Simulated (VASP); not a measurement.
Crystal: As.

```
As
1.0
     1.88080    1.08588    3.51406
    -1.88080    1.08588    3.51406
     0.00000   -2.17176    3.51406
As
2
Direct
  0.77400 0.77400 0.77400
  0.22600 0.22600 0.22600
```

- Program: VASP 6.6.1
- Task: relaxation of cell and atoms
- Functional: PBE
- Potentials or basis: VASP PAW PBE potentials, release 64 (As)
- Cutoff: 600 eV
- k mesh: 11 × 11 × 11
- Occupations: fermi-dirac, width 0.05 eV
- Spin: no spin polarisation

At the start: pressure 4.1 GPa; volume 21.53 Å³/atom.

**Question.** How do energy, volume and symmetry change on relaxing?

**Answer.** Over 15 steps the energy falls by 14.8 meV/atom and the volume is 22.58 Å³/atom (+4.9 %); space group R-3m (No. 166, to 0.1 Å) before and after.

Step by step:
```tsv
step	energy change (eV)	largest force (eV/Å)	pressure (GPa)	volume (Å³)
1	0.0000	0.4922	4.06	43.06
2	-0.0111	0.3843	-2.68	46.55
3	-0.0294	0.0235	0.03	44.95
4	-0.0294	0.0141	0.10	44.91
5	-0.0295	0.0059	0.09	44.96
6	-0.0295	0.0115	0.04	45.04
7	-0.0295	0.0054	-0.05	45.12
8	-0.0295	0.0074	-0.06	45.13
9	-0.0296	0.0081	-0.02	45.12
10	-0.0296	0.0087	0.00	45.12
11	-0.0296	0.0089	0.01	45.12
12	-0.0296	0.0035	0.02	45.13
13	-0.0296	0.0029	0.03	45.14
14	-0.0296	0.0002	-0.02	45.19
15	-0.0296	0.0013	0.00	45.17
```

Final structure:
```
As
1.0
     1.90891    1.10211    3.57837
    -1.90891    1.10211    3.57837
     0.00000   -2.20422    3.57837
As
2
Cartesian
  0.0000 0.0000 8.3000
  0.0000 0.0000 2.4351
```
